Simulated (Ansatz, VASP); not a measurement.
## Ta: VASP beside Ansatz

INCAR

```
SYSTEM = Ta
  PREC = Accurate
  ENCUT = 520
  EDIFF = 1E-6
  ISMEAR = -1
  SIGMA = 0.05
  LREAL = .False.
  LASPH = .True.
  NELM = 60
  ALGO = Normal
  ISIF = 2
  LWAVE = .False.
  LCHARG = .False.
  GGA = PS
  NBANDS = 12
```

KPOINTS

```
Automatic mesh
0
Gamma
  15 15 15
  0 0 0
```

File POSCAR:

```
Ta
1.0
   -1.6843056000      1.6512800000      1.6512800000
    1.6512800000     -1.6843056000      1.6512800000
    1.6512800000      1.6512800000     -1.6843056000
Ta
1
Direct
    0.0000000000      0.0000000000      0.0000000000
```

Input for Ansatz:

```yaml
crystal:
  lattice:
    - [-1.6843056, 1.65128, 1.65128]
    - [1.65128, -1.6843056, 1.65128]
    - [1.65128, 1.65128, -1.6843056]
  atoms:
    - { symbol: Ta, position: [0.0, 0.0, 0.0] }
kpoints:
  mp_grid: { grid: [15, 15, 15] }
  band_path:
    path:
      - [0.0, 0.0, 0.0]
      - [0.0, 0.0, 0.5]
      - [-0.5, 0.5, 0.5]
      - [-0.7548769728, 0.2451230272, 0.2451230272]
      - [0.2451230272, 0.2451230272, 0.2451230272]
      - [0.0, 0.0, 0.0]
      - [-0.5, 0.0, 0.5]
    npoints: 5
scf:
  occupations: { method: fermi_dirac, width: 0.05 }
hamiltonian:
  xc: pbesol
  pseudopotentials: { kind: all_electron, lapw: { basis_error: 0.00025 } }
output:
  forces: true
  stress: true
  eigenvalues: true
```

Change from the starting cell: equal xy, yz and zx shear strains of -2 %.

Alike in both runs: task single point; functional PBEsol; k mesh 15 × 15 × 15; occupations fermi-dirac, width 0.05 eV; no spin polarisation.

|  | VASP | Ansatz |
| --- | --- | --- |
| version | VASP 6.6.1 | Ansatz 0.2.0 |
| potentials or method | VASP PAW PBE potentials, release 64 (Ta_pv), cutoff 520 eV | all-electron LAPW, scalar-relativistic |

|  | VASP | Ansatz | Ansatz less VASP |
| --- | --- | --- | --- |
| pressure (GPa) | -3.7 | -3.9 | -0.22 |
| traceless stress, the component that is largest in VASP (GPa) | 1.37 | 1.34 | -0.023 |

VASP's potentials were made for PBE, not for PBEsol. Ansatz ran all-electron here, and VASP with PAW potentials.

Neither program's run includes spin-orbit coupling.
